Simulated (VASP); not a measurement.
## MgO: single point with r2SCAN

MgO:

```
Mg O
1.0
     2.09283    2.09283    0.00000
    -2.09283    2.09283    0.00000
     0.00000    0.00000    4.28849
Mg O
2 2
Direct
  0.00000 0.00000 0.00000
  0.50000 0.50000 0.50000
  0.50000 0.50000 0.00000
  0.00000 0.00000 0.50000
```

This cell differs from its parent crystal: uniaxial strain along c: +2.0 %, then relaxed in part.

```yaml
Program: VASP 6.6.1
Task: single point
Functional: r2SCAN
Potentials_or_basis: VASP PAW PBE potentials, release 64 (Mg, O)
Cutoff: 520 eV
k_mesh: 8 × 8 × 6
Occupations: gaussian, width 0.02 eV
Spin: no spin polarisation
Dipole_correction: no
Further_INCAR_settings: ALGO = Normal; EDIFF = 1e-07; NBANDS = 16
```

```yaml
Pressure: -2.7 GPa
Band_gap_on_the_k_mesh: 5.51 eV
```

Stress tensor (GPa, compression positive):
```
-1.13  0.00  0.00
 0.00 -1.13  0.00
 0.00  0.00 -5.87
```

Levels at points of the mesh, in eV from the valence-band top:
| k point | band 6 | band 7 | band 8 | band 9 | band 10 | band 11 |
| --- | --- | --- | --- | --- | --- | --- |
| (0.00, 0.00, 0.00) | -0.05 | -0.05 | 0.00 | 5.51 | 10.16 | 11.00 |
| (0.50, 0.00, 0.00) | -2.02 | -0.67 | -0.67 | 10.39 | 10.39 | 12.61 |
| (0.50, 0.50, 0.00) | -1.51 | -1.36 | -1.36 | 9.91 | 9.91 | 10.96 |
| (0.00, 0.00, 0.50) | -0.75 | -0.75 | -0.75 | 8.92 | 8.92 | 12.17 |
| (0.50, 0.00, 0.50) | -0.73 | -0.68 | -0.68 | 8.73 | 8.73 | 13.70 |
| (0.50, 0.50, 0.50) | -3.01 | -1.72 | -1.72 | 12.60 | 12.60 | 12.60 |

Wall time 100 s on 1 thread of Intel(R) Xeon(R) Platinum 8259CL CPU @ 2.50GHz (Skylake/Cascade Lake), on a shared host, peak memory 0.17 GiB.

Caveat: the cell differs from its parent crystal (uniaxial strain along c: +2.0 %, then relaxed in part); the PAW data sets were made with another functional, which shifts forces and pressure a little.
